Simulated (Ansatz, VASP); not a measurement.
# Au in VASP and in Ansatz

```
CELL_PARAMETERS angstrom
0.00000 2.03624 2.03624
2.03624 0.00000 2.03624
2.03624 2.03624 0.00000
ATOMIC_POSITIONS crystal
Au 0.00000 0.00000 0.00000
```

Alike in both runs: task single point; functional LDA; k mesh 12 × 12 × 12; occupations fermi-dirac, width 0.06 eV; no spin polarisation.

```csv
,VASP,Ansatz
version,VASP 6.6.1,Ansatz 0.2 development build
potentials or method,"VASP PAW LDA potentials, release 64 (Au), cutoff 520 eV","all-electron full-potential LAPW, scalar-relativistic"
```

```csv
,VASP,Ansatz,Ansatz less VASP
pressure (GPa),-2.9,-3.4,-0.50
```

LDA's correlation is that of Perdew and Zunger in VASP and of Perdew and Wang (1992) in Ansatz. Ansatz ran all-electron here, and VASP with PAW potentials.

Spin-orbit coupling is off throughout.
